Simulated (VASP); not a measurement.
# Cl (Cmce) in VASP: notebook

Cl is run at these levels: LDA; tasks: single point, relaxation of cell and atoms.

Program: VASP 6.6.1. These are calculated values, not measurements. Logs are shortened: lines on timing, memory, paths and dates and some standing lists are left out, and cuts for length are marked.

**1. The cell of the first run**

It takes space group Cmce (No. 64, orthorhombic). Conventional cell: a = 6.185 Å, b = 3.715 Å, c = 7.792 Å, α = 90.00°, β = 90.00°, γ = 90.00°. Cl (site symmetry m) has 1 Cl at 2.04 Å within 2.7 Å.

**2. Single point, LDA**

Input file INCAR:

```
SYSTEM = Cl
  PREC = Accurate
  ENCUT = 520
  EDIFF = 1E-6
  ISMEAR = -1
  SIGMA = 0.02
  LREAL = .False.
  LASPH = .True.
  NELM = 60
  ALGO = Normal
  ISIF = 2
  LWAVE = .False.
  LCHARG = .False.
  NBANDS = 22
```

Input file KPOINTS:

```
Automatic mesh
0
Gamma
  6 6 3
  0 0 0
```

Input file POSCAR:

```
Cl
1.0
    3.0926914852     -1.8575161589      0.0000000000
    3.0926914852      1.8575161589      0.0000000000
    0.0000000000      0.0000000000      7.7921153607
Cl
4
Direct
    0.8623604375      0.1376395625      0.1134707540
    0.6376395625      0.3623604375      0.6134707540
    0.1376395625      0.8623604375      0.8865292460
    0.3623604375      0.6376395625      0.3865292460
```

Potentials or basis: VASP PAW LDA potentials, release 64 (Cl).

On the command line:

```bash
cat potpaw_LDA.64/Cl/POTCAR > POTCAR
mpirun -np 1 vasp_std > vasp.out
```

OUTCAR:

```text
SYSTEM = Cl
   PREC = Accurate
   ENCUT = 520
   EDIFF = 1E-6
   ISMEAR = -1
   LREAL = .False.
   LASPH = .True.
   NELM = 60
   ISIF = 2

 ion  position               nearest neighbor table
   1  0.862  0.138  0.113-   3 2.04
   2  0.638  0.362  0.613-   4 2.04
   3  0.138  0.862  0.887-   1 2.04
   4  0.362  0.638  0.387-   2 2.04

  LATTYP: Found a base centered orthorhombic cell.
 ALAT       =     3.7150323178
 B/A-ratio  =     1.6649607436
 C/A-ratio  =     2.0974556058

  Lattice vectors:

 A1 = (  -3.0926914852,  -1.8575161589,   0.0000000000)
 A2 = (   3.0926914852,  -1.8575161589,   0.0000000000)
 A3 = (   0.0000000000,   0.0000000000,   7.7921153607)

Analysis of symmetry for initial positions (statically):
=====================================================================
 Subroutine PRICEL returns:
 Original cell was already a primitive cell.

 Routine SETGRP: Setting up the symmetry group for a
 base centered orthorhombic supercell.

 Subroutine GETGRP returns: Found  8 space group operations
 (whereof  4 operations were pure point group operations)
 out of a pool of  8 trial point group operations.

The static configuration has the point symmetry C_2h.
 The point group associated with its full space group is D_2h.

Analysis of symmetry for dynamics (positions and initial velocities):
=====================================================================
 Subroutine PRICEL returns:
 Original cell was already a primitive cell.

 Routine SETGRP: Setting up the symmetry group for a
 base centered orthorhombic supercell.

 Subroutine GETGRP returns: Found  8 space group operations
 (whereof  4 operations were pure point group operations)
 out of a pool of  8 trial point group operations.

The dynamic configuration has the point symmetry C_2h.
 The point group associated with its full space group is D_2h.

 Subroutine INISYM returns: Found  8 space group operations
 (whereof  4 operations are pure point group operations),
 and found     1 'primitive' translations

----------------------------------------------------------------------------------------

                                     Primitive cell

  volume of cell :      89.5271

  direct lattice vectors                    reciprocal lattice vectors
     3.092691485 -1.857516159  0.000000000     0.161671477 -0.269176662  0.000000000
     3.092691485  1.857516159  0.000000000     0.161671477  0.269176662  0.000000000
     0.000000000  0.000000000  7.792115361     0.000000000  0.000000000  0.128334856

[... 87 lines left out ...]
   EDIFF  = 0.1E-05   stopping-criterion for ELM
   LREAL  =      F    real-space projection
   EDIFFG = 0.1E-04   stopping-criterion for IOM
   NSW    =      0    number of steps for IOM
   IBRION =     -1    ionic relax: 0-MD 1-quasi-New 2-CG
   NFREE  =      0    steps in history (QN), initial steepest desc. (CG)
   ISIF   =      2    stress and relaxation
   ISYM   =      2    0-nonsym 1-usesym 2-fastsym
   POTIM  = 0.5000    time-step for ionic-motion
   TEBEG  =    0.0;   TEEND  =   0.0 temperature during run
   PSTRESS=    0.0 pullay stress
   NELECT =      28.0000    total number of electrons
   NUPDOWN=      -1.0000    fix difference up-down
   EMIN   =  10.00;   EMAX   =-10.00  energy-range for DOS
   EFERMI =   0.00;   METHOD = LEGACY
   ISMEAR =    -1;   SIGMA  =   0.02  broadening in eV -4-tet -1-fermi 0-gaus
   EFERMI_NEDOS =   21; number of points for ismear=-14 and -15
   IALGO  =     38    algorithm
   IMIX   =      4    mixing-type and parameters
     AMIX     =   0.40;   BMIX     =  1.00
     AMIX_MAG =   1.60;   BMIX_MAG =  1.00
  volume/ion in A,a.u.               =      22.38       151.04
  Fermi-wavevector in a.u.,A,eV,Ry     =   1.111244  2.099946 16.801326  1.234863
  Thomas-Fermi vector in A             =   2.247805
   LORBIT       =      0    0 simple, 1 ext, 2 COOP (PROOUT), +10 PAW based schemes
   GGA     = CA    functional components
   LHFCALC =     F    Hartree Fock is set to
   AEXX    =    0.0000 exact exchange contribution
   IVDW    =     0    specifies the selected vdW correction
   LEPSILON=     F    determine dielectric tensor
   LRPA    =     F    only Hartree local field effects (RPA)
 non-spin polarized calculation
  energy-cutoff  :      520.00
  volume of cell :       89.53
 maximum number of plane-waves:      2433
   NGX = 13   NGY = 13   NGZ = 29

 number of electron      27.9999998 magnetization

 Free energy of the ion-electron system (eV)
  ---------------------------------------------------
  ext. energy  EPLUGINS =         0.00000000
  ---------------------------------------------------
  free energy    TOTEN  =        -9.13254188 eV

  energy without entropy =       -9.13254188  energy(sigma->0) =       -9.13254188

 E-fermi :   2.0033     XC(G=0):  -9.5026

 val. band max:        1.6040233938   @ k =   0.0000   0.0000   0.0000
 cond. band min:       3.4970961530   @ k =   0.5000   0.5000   0.0000
 fundamental gap:      1.8930727591
 Fermi energy:         2.0032688992

 k-point     1 :       0.0000    0.0000    0.0000
  band No.  band energies     occupation
      1     -15.6324      2.00000
      2     -14.9612      2.00000
      3     -12.1597      2.00000
      4     -10.4232      2.00000
      5      -4.8086      2.00000
      6      -2.6383      2.00000
[... 589 lines left out ...]
     21      11.9444      0.00000
     22      12.6066      0.00000

 [... further k-points ...]

------------------------ aborting loop because EDIFF is reached ----------------------------------------

  FORCE on cell =-STRESS in cart. coord.  units (eV):
  Direction    XX          YY          ZZ          XY          YZ          ZX
  --------------------------------------------------------------------------------------
  -------------------------------------------------------------------------------------
  Total       -0.0546996     -0.1256598     -0.3316578      0.0000000     -0.0000000      0.0000000
  in kB       -0.9789036     -2.2488076     -5.9353477      0.0000000     -0.0000000      0.0000000
  external PRESSURE =      -3.0543530 kB  Pullay stress =       0.0000000 kB

 VOLUME and BASIS-vectors are now :
 -----------------------------------------------------------------------------
  energy-cutoff  :      520.00
  volume of cell :       89.53
      direct lattice vectors                 reciprocal lattice vectors
     3.092691485 -1.857516159  0.000000000     0.161671477 -0.269176662  0.000000000
     3.092691485  1.857516159  0.000000000     0.161671477  0.269176662  0.000000000
     0.000000000  0.000000000  7.792115361     0.000000000  0.000000000  0.128334856

 POSITION                                       TOTAL-FORCE (eV/Angst)
 -----------------------------------------------------------------------------------
      3.09269     -1.34618      0.88418         0.000000     -0.057522     -0.106687
      3.09269     -0.51134      4.78023         0.000000      0.057522     -0.106687
      3.09269      1.34618      6.90794         0.000000      0.057522      0.106687
      3.09269      0.51134      3.01188         0.000000     -0.057522      0.106687
 -----------------------------------------------------------------------------------
    total drift:                                0.000000      0.000000      0.000000

  FREE ENERGIE OF THE ION-ELECTRON SYSTEM (eV)
  ---------------------------------------------------
  free  energy   TOTEN  =        -9.1325418846 eV

  energy  without entropy=       -9.1325418846  energy(sigma->0) =       -9.13254188
```

stdout:

```text
POSCAR found type information on POSCAR Cl
 POSCAR found :  1 types and       4 ions
 scaLAPACK will be used
 LDA part: xc-table for (Slater(with rela. corr.)+CA(PZ))
 , standard interpolation
 POSCAR, INCAR and KPOINTS ok, starting setup
 FFT: planning ... GRIDC
 FFT: planning ... GRID_SOFT
 FFT: planning ... GRID
 WAVECAR not read
 entering main loop
```

Wall time 26 s (1 thread of AMD EPYC 9R45 (Zen 5), shared host); peak memory 0.15 GiB.

Results:

```
Free energy            : -9.1325 eV
Pressure               : -0.3 GPa
Largest force          : 0.121 eV/Å
Band gap on the k mesh : 1.89 eV (least direct gap 1.91 eV)
```

Forces in eV/Å, atoms in the order of the input:
```
Cl   0.000 -0.058 -0.107
Cl   0.000  0.058 -0.107
Cl   0.000  0.058  0.107
Cl   0.000 -0.058  0.107
```

A k mesh can miss the band edges.

**3. Relaxation of cell and atoms, LDA**

This run uses another cell than the first one, of 29.05 Å³/atom.

Input file INCAR:

```
SYSTEM = Cl
PREC     = Accurate       ! precision mode
ENCUT    = 600            ! plane-wave cutoff, eV
EDIFF    = 1E-6           ! SCF threshold, eV
ISMEAR   = -1             ! smearing method
SIGMA    = 0.02           ! smearing width, eV
LREAL    = .FALSE.        ! projectors in reciprocal space
LASPH    = .TRUE.         ! aspherical terms in the spheres
NELM     = 80             ! most SCF steps
ALGO     = Normal         ! electronic algorithm
ISIF     = 3              ! what is computed and relaxed
LWAVE    = .FALSE.        ! write WAVECAR
LCHARG   = .FALSE.        ! write CHGCAR
GGA      = CA             ! functional
IBRION   = 2              ! ionic algorithm
NSW      = 60             ! ionic steps
EDIFFG   = -0.01          ! ionic threshold
```

Input file KPOINTS:

```
regular mesh
0
G
  6 6 3
  0 0 0
```

Input file POSCAR:

```
Cl
1.0
    3.1450000000     -2.2500000000      0.0000000000
    3.1450000000      2.2500000000      0.0000000000
    0.0000000000      0.0000000000      8.2100000000
Cl
4
Direct
    0.8700000000      0.1300000000      0.1000000000
    0.6300000000      0.3700000000      0.6000000000
    0.1300000000      0.8700000000      0.9000000000
    0.3700000000      0.6300000000      0.4000000000
```

Potentials or basis: VASP PAW LDA potentials, release 64 (Cl).

On the command line:

```bash
cat potpaw_LDA.64/Cl/POTCAR > POTCAR
mpirun -np 1 vasp_std > vasp.out
```

OUTCAR:

```text
SYSTEM = Cl
   PREC = Accurate
   ENCUT = 600
   EDIFF = 1E-6
   ISMEAR = -1
   LREAL = .FALSE.
   LASPH = .TRUE.
   NELM = 80
   ISIF = 3
   GGA = CA
   IBRION = 2
   NSW = 60
   EDIFFG = -0.01

 ion  position               nearest neighbor table
   1  0.870  0.130  0.100-   3 2.02
   2  0.630  0.370  0.600-   4 2.02
   3  0.130  0.870  0.900-   1 2.02
   4  0.370  0.630  0.400-   2 2.02

  LATTYP: Found a base centered orthorhombic cell.
 ALAT       =     4.5000000000
 B/A-ratio  =     1.3977777778
 C/A-ratio  =     1.8244444444

  Lattice vectors:

 A1 = (  -3.1450000000,  -2.2500000000,   0.0000000000)
 A2 = (   3.1450000000,  -2.2500000000,   0.0000000000)
 A3 = (   0.0000000000,   0.0000000000,   8.2100000000)

Analysis of symmetry for initial positions (statically):
=====================================================================
 Subroutine PRICEL returns:
 Original cell was already a primitive cell.

 Routine SETGRP: Setting up the symmetry group for a
 base centered orthorhombic supercell.

 Subroutine GETGRP returns: Found  8 space group operations
 (whereof  4 operations were pure point group operations)
 out of a pool of  8 trial point group operations.

[... 163 lines left out ...]
  ---------------------------------------------------
  ext. energy  EPLUGINS =         0.00000000
  ---------------------------------------------------
  free energy    TOTEN  =        -8.80516352 eV

  energy without entropy =       -8.80516352  energy(sigma->0) =       -8.80516352

 E-fermi :  -0.3597     XC(G=0):  -8.2954

 val. band max:       -0.7829465993   @ k =   0.5000   0.5000   0.0000
 cond. band min:       1.5812375748   @ k =   0.0000   0.0000   0.0000
 fundamental gap:      2.3641841741
 Fermi energy:        -0.3597076969

 k-point     1 :       0.0000    0.0000    0.0000
  band No.  band energies     occupation
      1     -17.3303      2.00000
      2     -17.1220      2.00000
      3     -13.3049      2.00000
      4     -12.7414      2.00000
      5      -6.1456      2.00000
      6      -5.3012      2.00000
[... 602 lines left out ...]
  FREE ENERGIE OF THE ION-ELECTRON SYSTEM (eV)
  ---------------------------------------------------
  free  energy   TOTEN  =        -8.8560808689 eV

  energy  without entropy=       -8.8560808689  energy(sigma->0) =       -8.85608087

[... ionic steps 4 to 21 ...]

--------------------------------------- Ionic step       22  -------------------------------------------

 number of electron      27.9999999 magnetization

------------------------ aborting loop because EDIFF is reached ----------------------------------------
[... 71 lines left out ...]
--------------------------------------- Ionic step       24  -------------------------------------------

 number of electron      27.9999998 magnetization

 Free energy of the ion-electron system (eV)
  ---------------------------------------------------
  ext. energy  EPLUGINS =         0.00000000
  ---------------------------------------------------
  free energy    TOTEN  =        -9.13602837 eV

  energy without entropy =       -9.13602837  energy(sigma->0) =       -9.13602837

 E-fermi :   1.9604     XC(G=0):  -9.4838

 val. band max:        1.5678236066   @ k =   0.0000   0.0000   0.0000
 cond. band min:       3.5462329131   @ k =   0.5000   0.5000   0.0000
 fundamental gap:      1.9784093065
 Fermi energy:         1.9603904974

 k-point     1 :       0.0000    0.0000    0.0000
  band No.  band energies     occupation
      1     -15.7079      2.00000
      2     -15.0679      2.00000
      3     -12.1329      2.00000
      4     -10.4399      2.00000
      5      -4.8506      2.00000
      6      -2.7184      2.00000
[... 526 lines left out ...]
  FREE ENERGIE OF THE ION-ELECTRON SYSTEM (eV)
  ---------------------------------------------------
  free  energy   TOTEN  =        -9.1360283678 eV

  energy  without entropy=       -9.1360283678  energy(sigma->0) =       -9.13602837

 reached required accuracy - stopping structural energy minimisation
```

OSZICAR:

```text
N       E                     dE             d eps       ncg     rms          rms(c)
DAV:   1     0.203974798541E+03    0.20397E+03   -0.13186E+04   936   0.147E+03
DAV:   2     0.589895075380E+01   -0.19808E+03   -0.19488E+03  1390   0.244E+02
[... 194 lines left out ...]
DAV:   1    -0.913619156756E+01   -0.52771E-03   -0.34827E-01   952   0.361E+00    0.332E-01
DAV:   2    -0.913638655325E+01   -0.19499E-03   -0.16413E-02  1158   0.885E-01    0.152E-01
DAV:   3    -0.913612118347E+01    0.26537E-03   -0.33167E-04  1136   0.130E-01    0.937E-02
DAV:   4    -0.913602840438E+01    0.92779E-04   -0.22624E-04  1060   0.924E-02    0.288E-02
DAV:   5    -0.913602840748E+01   -0.30977E-08   -0.11597E-05  1074   0.250E-02    0.101E-02
DAV:   6    -0.913602836779E+01    0.39693E-07   -0.77787E-07   520   0.656E-03
  24 F= -.91360284E+01 E0= -.91360284E+01  d E =-.660116E-03
```

Run time: 6.6 min. Hardware: 1 thread of AMD EPYC 9R45 (Zen 5), shared host; peak memory 0.19 GiB.

What came out:

```yaml
Free_energy: -9.1360 eV
Relaxed_volume: 22.46 Å³/atom
Relaxed_cell: a = 3.607 Å, b = 3.607 Å, c = 7.786 Å, α = 90.00°, β = 90.00°, γ = 62.49°
Space_group_after_relaxing_to_0.1_Å: Cmce (No. 64)
Energy_gained_by_relaxing: 82.7 meV/atom
Ionic_steps: 24
Pressure_after_relaxing: 0.0 GPa
Largest_force_after_relaxing: 0.008 eV/Å
Band_gap_on_the_k_mesh: 1.98 eV (least direct gap 1.99 eV)
```

Forces in eV/Å, atoms in the order of the input:
```
Cl   0.000  0.007 -0.004
Cl   0.000 -0.007 -0.004
Cl   0.000 -0.007  0.004
Cl   0.000  0.007  0.004
```

The path:
```
step  energy change (eV)  largest force (eV/Å)  pressure (GPa)  volume (Å³)
   1              0.0000                0.3162           -2.66       116.19
   2             -0.0136                1.4946            1.04       108.25
   3             -0.0509                0.6039           -0.84       111.75
   4             -0.1273                0.5776           -0.74       106.23
   5             -0.2756                0.5959            1.13        90.75
   6             -0.2222                0.8346           -2.88        90.77
   7             -0.2991                0.0108           -0.45        90.76
   8             -0.2991                0.0038           -0.41        90.76
   9             -0.3062                0.0204           -0.22        89.84
  10             -0.3137                0.0600            0.31        87.95
  11             -0.3139                0.0683            0.42        87.62
  12             -0.3202                0.1215            0.06        88.03
  13             -0.3228                0.2068           -0.33        88.49
  14             -0.3255                0.1427           -0.13        88.49
  15             -0.3270                0.0697            0.14        88.48
  16             -0.3270                0.0601            0.18        88.48
  17             -0.3274                0.0577            0.16        88.61
  18             -0.3285                0.0511            0.07        88.98
  19             -0.3297                0.0403           -0.08        89.74
  20             -0.3299                0.0372           -0.16        90.10
  21             -0.3302                0.0560            0.05        89.95
  22             -0.3302                0.0534            0.06        89.95
  23             -0.3305                0.0390            0.03        89.92
  24             -0.3309                0.0083           -0.01        89.83
```

Final structure:
```
Cl
1.0
     3.08365   -1.87073    0.00000
     3.08365    1.87073    0.00000
     0.00000    0.00000    7.78598
Cl
4
Direct
  0.86392 0.13608 0.11285
  0.63608 0.36392 0.61285
  0.13608 0.86392 0.88715
  0.36392 0.63608 0.38715
```

Caveat: the volume moved by over 15 % at a fixed basis, so the end points are rough. Zero-point motion and thermal expansion aren't in these numbers.
